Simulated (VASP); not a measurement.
# H10CO6 in VASP: further runs, part 2 of 2

VASP 6.6.1.

### Step 5. Single point, LDA

Input file INCAR:

```
SYSTEM = H10CO6
ALGO = Normal
EDIFF = 1E-6
ENCUT = 1000
GGA = CA
GGA_COMPAT = .False.
ISIF = 2
ISMEAR = -1
LASPH = .True.
LCHARG = .False.
LREAL = Auto
LWAVE = .False.
NBANDS = 39
NELM = 120
PREC = Accurate
SIGMA = 0.05
```

Input file KPOINTS:

```
k-points
0
Gamma
  1 1 1
  0 0 0
```

Input file POSCAR:

```
H10CO6
1.0
    5.6774110000      0.0000000000      0.0000000000
    0.0000000000      5.6774110000      0.0000000000
    0.0000000000      0.0000000000      5.6774110000
O H C
6 10 1
Direct
    0.9840048571      0.3772318051      0.3934716018
    0.3969414932      0.1965684711      0.1287558713
    0.5026939216      0.4182716383      0.6932913612
    0.1094865248      0.6694600761      0.7332039199
    0.7397209749      0.7178448064      0.3242146817
    1.0570663283      0.8679132090      0.1396235009
    1.0055639798      0.4531819169      0.5501099004
    1.1373846283      0.3793454446      0.3170635348
    0.4051494599      0.2528441221     -0.0427131310
    0.2724833555      0.0754040882      0.1231899540
    0.5318621463      0.3180675135      0.5583883217
    0.3645323546      0.5224212233      0.6471787933
    0.0803359137      0.7254891358      0.8998291651
    0.0539506476      0.7926852574      0.6264298991
    0.8334256583      0.5518360393      0.3315948062
    0.7450226873      1.0474668824      0.1885014138
    0.8524660272      0.8807007278      0.2088980347
```

Potentials or basis: VASP PAW LDA potentials, release 64 (O_h, H_h, C_h).

Launch:

```console
> cat potpaw_LDA.64/O_h/POTCAR potpaw_LDA.64/H_h/POTCAR potpaw_LDA.64/C_h/POTCAR > POTCAR
> mpirun -np 1 vasp_gam > vasp.out
```

OUTCAR:

```text
SYSTEM = H10CO6
   EDIFF = 1E-6
   ENCUT = 1000
   GGA = CA
   ISIF = 2
   ISMEAR = -1
   LASPH = .True.
   LREAL = Auto
   NELM = 120
   PREC = Accurate

 ion  position               nearest neighbor table
   1  0.984  0.377  0.393-   8 0.97   7 1.00
   2  0.397  0.197  0.129-  10 0.99   9 1.03
   3  0.503  0.418  0.693-  11 0.97  12 1.02
   4  0.109  0.669  0.733-  14 0.98  13 1.01
   5  0.740  0.718  0.324-  15 1.08  17 1.30
   6  0.057  0.868  0.140-  17 1.23
   7  0.006  0.453  0.550-   1 1.00
   8  0.137  0.379  0.317-   1 0.97
   9  0.405  0.253  0.957-   2 1.03
  10  0.272  0.075  0.123-   2 0.99
  11  0.532  0.318  0.558-   3 0.97
  12  0.365  0.522  0.647-   3 1.02
  13  0.080  0.725  0.900-   4 1.01
  14  0.054  0.793  0.626-   4 0.98
  15  0.833  0.552  0.332-   5 1.08
  16  0.745  0.047  0.189-  17 1.13
  17  0.852  0.881  0.209-  16 1.13   6 1.23   5 1.30

  LATTYP: Found a simple cubic cell.
 ALAT       =     5.6774110000

  Lattice vectors:

 A1 = (   5.6774110000,   0.0000000000,   0.0000000000)
 A2 = (   0.0000000000,   5.6774110000,   0.0000000000)
 A3 = (   0.0000000000,   0.0000000000,   5.6774110000)

Analysis of symmetry for initial positions (statically):
=====================================================================
 Subroutine PRICEL returns:
 Original cell was already a primitive cell.

 Routine SETGRP: Setting up the symmetry group for a
 simple cubic supercell.

 Subroutine GETGRP returns: Found  1 space group operations
 (whereof  1 operations were pure point group operations)
 out of a pool of 48 trial point group operations.

The static configuration has the point symmetry C_1 .

Analysis of symmetry for dynamics (positions and initial velocities):
=====================================================================
 Subroutine PRICEL returns:
 Original cell was already a primitive cell.

 Routine SETGRP: Setting up the symmetry group for a
[... 135 lines left out ...]
  Thomas-Fermi vector in A             =   2.197748
   LORBIT       =      0    0 simple, 1 ext, 2 COOP (PROOUT), +10 PAW based schemes
   GGA     = CA    functional components
   LHFCALC =     F    Hartree Fock is set to
   AEXX    =    0.0000 exact exchange contribution
   IVDW    =     0    specifies the selected vdW correction
   LEPSILON=     F    determine dielectric tensor
   LRPA    =     F    only Hartree local field effects (RPA)
 non-spin polarized calculation
  energy-cutoff  :     1000.00
  volume of cell :      183.00
 maximum number of plane-waves:      6603
 NGX is ok and might be reduce to    60
   NGX = 29   NGY = 29   NGZ = 29

 number of electron      50.0000000 magnetization

 Free energy of the ion-electron system (eV)
  ---------------------------------------------------
  ext. energy  EPLUGINS =         0.00000000
  ---------------------------------------------------
  free energy    TOTEN  =       -94.86221471 eV

  energy without entropy =      -94.86221471  energy(sigma->0) =      -94.86221471

 E-fermi :  -1.9731     XC(G=0):  -7.3448

 val. band max:       -3.1782807544   @ k =   0.0000   0.0000   0.0000
 cond. band min:       1.6159987753   @ k =   0.0000   0.0000   0.0000
 fundamental gap:      4.7942795298
 Fermi energy:        -1.9730629069

 k-point     1 :       0.0000    0.0000    0.0000
  band No.  band energies     occupation
      1     -24.2570      2.00000
      2     -22.4904      2.00000
      3     -22.1015      2.00000
      4     -21.6047      2.00000
      5     -20.9955      2.00000
      6     -20.4848      2.00000
[... 29 lines left out ...]
     36       8.2873      0.00000
     37       8.5234      0.00000
 [bands above 37 left out]

------------------------ aborting loop because EDIFF is reached ----------------------------------------

  FORCE on cell =-STRESS in cart. coord.  units (eV):
  Direction    XX          YY          ZZ          XY          YZ          ZX
  --------------------------------------------------------------------------------------
  -------------------------------------------------------------------------------------
  Total       -0.6339255      0.0653859     -2.1980312     -0.6269109      0.7917989      0.0927171
  in kB       -5.5500617      0.5724585    -19.2439150     -5.4886482      6.9322537      0.8117448
  external PRESSURE =      -8.0738394 kB  Pullay stress =       0.0000000 kB

 VOLUME and BASIS-vectors are now :
 -----------------------------------------------------------------------------
  energy-cutoff  :     1000.00
  volume of cell :      183.00
      direct lattice vectors                 reciprocal lattice vectors
     5.677411000  0.000000000  0.000000000     0.176136623  0.000000000  0.000000000
     0.000000000  5.677411000  0.000000000     0.000000000  0.176136623  0.000000000
     0.000000000  0.000000000  5.677411000     0.000000000  0.000000000  0.176136623

 POSITION                                       TOTAL-FORCE (eV/Angst)
 -----------------------------------------------------------------------------------
      5.58660      2.14170      2.23390        -0.862618     -0.473655      0.363467
      2.25360      1.11600      0.73100        -0.213102      0.721968     -1.060877
      2.85400      2.37470      3.93610        -0.899330      0.383721      0.066893
      0.62160      3.80080      4.16270        -0.121551     -0.119950     -0.270514
      4.19970      4.07550      1.84070        -0.029303      0.884495     -0.841978
      0.32399      4.92750      0.79270         0.255998     -0.521286     -0.495680
[... 9 lines left out ...]
      4.22980      0.26949      1.07020         0.070339     -0.349101     -0.006201
      4.83980      5.00010      1.18600        -1.242960      0.245999      1.101739
 -----------------------------------------------------------------------------------
    total drift:                                0.000268      0.000704      0.001563

  FREE ENERGIE OF THE ION-ELECTRON SYSTEM (eV)
  ---------------------------------------------------
  free  energy   TOTEN  =       -94.8622147079 eV

  energy  without entropy=      -94.8622147079  energy(sigma->0) =      -94.86221471
```

OSZICAR:

```text
N       E                     dE             d eps       ncg     rms          rms(c)
DAV:   1     0.635471398853E+03    0.63547E+03   -0.37620E+04    78   0.196E+03
DAV:   2     0.146569644109E+02   -0.62081E+03   -0.57835E+03   101   0.347E+02
DAV:   3    -0.989851175165E+02   -0.11364E+03   -0.11236E+03    92   0.159E+02
DAV:   4    -0.103232337159E+03   -0.42472E+01   -0.42106E+01   100   0.327E+01
DAV:   5    -0.103360386940E+03   -0.12805E+00   -0.12792E+00   108   0.554E+00    0.178E+01
DAV:   6    -0.954482733416E+02    0.79121E+01   -0.22774E+01   100   0.246E+01    0.657E+00
DAV:   7    -0.950719289628E+02    0.37634E+00   -0.12256E+00   108   0.597E+00    0.405E+00
DAV:   8    -0.948676370335E+02    0.20429E+00   -0.44741E-01   100   0.442E+00    0.693E-01
DAV:   9    -0.948586505364E+02    0.89865E-02   -0.49928E-02   108   0.157E+00    0.302E-01
DAV:  10    -0.948608324475E+02   -0.21819E-02   -0.14915E-02   108   0.763E-01    0.147E-01
DAV:  11    -0.948614672240E+02   -0.63478E-03   -0.14511E-03    92   0.271E-01    0.846E-02
DAV:  12    -0.948620780191E+02   -0.61080E-03   -0.92669E-04   108   0.198E-01    0.420E-02
DAV:  13    -0.948621851964E+02   -0.10718E-03   -0.12864E-04   108   0.780E-02    0.272E-02
DAV:  14    -0.948622079092E+02   -0.22713E-04   -0.96685E-05    92   0.608E-02    0.107E-02
DAV:  15    -0.948622132552E+02   -0.53460E-05   -0.11221E-05   108   0.260E-02    0.553E-03
DAV:  16    -0.948622146255E+02   -0.13703E-05   -0.36446E-06    92   0.118E-02    0.211E-03
DAV:  17    -0.948622147079E+02   -0.82409E-07   -0.57734E-07    76   0.544E-03
   1 F= -.94862215E+02 E0= -.94862215E+02  d E =-.854318E-10
```

Run time: 29 s. Hardware: 1 thread of Intel Xeon Platinum 8259CL at 2.50GHz (Skylake/Cascade Lake), shared host; peak memory 0.34 GiB.

What came out:

| Item | Value |
| --- | --- |
| Free energy | -94.8622 eV |
| Pressure | -0.8 GPa |
| Largest force | 1.679 eV/Å |

Forces on the atoms (eV/Å):
```
O   -0.863 -0.474  0.363
O   -0.213  0.722 -1.061
O   -0.899  0.384  0.067
O   -0.122 -0.120 -0.271
O   -0.029  0.884 -0.842
O    0.256 -0.521 -0.496
H    0.321 -0.027  0.611
H    0.880 -0.228 -0.744
H    0.352  0.082  1.036
H   -0.103 -0.274  0.178
H    0.098 -0.206 -0.431
H    0.810 -0.394  0.733
H    0.298 -0.064 -0.287
H   -0.004  0.106  0.177
H    0.391  0.235 -0.130
H    0.070 -0.349 -0.006
C   -1.243  0.246  1.102
```

Stress tensor (GPa, compression positive):
```
-0.56 -0.55  0.08
-0.55  0.06  0.69
 0.08  0.69 -1.92
```

Caveat: the k points lie up to 1.11 Å⁻¹ apart, too coarse for converged energies, forces and pressures.

### Step 6. Summary

| cell | pressure (GPa) | largest force (eV/Å) |
| --- | --- | --- |
| as given, atomic positions A | -1.7 | 2.19 |
| as given, atomic positions B | 1.0 | 1.83 |
| as given, atomic positions C | 2.1 | 2.18 |
| as given, atomic positions D | -0.8 | 1.68 |

Alike in all rows: task single point; level LDA; potentials or basis VASP PAW LDA potentials, release 64 (O_h, H_h, C_h); no spin polarisation; k mesh 1 × 1 × 1; cutoff (eV) 1000; smearing fermi-dirac 0.05 eV.

Caveats: all runs use coarse meshes; the atoms stand as in a frame of molecular dynamics (at least some runs).

Total energies depend on the potentials used, so only differences within one code and one set of settings carry meaning.
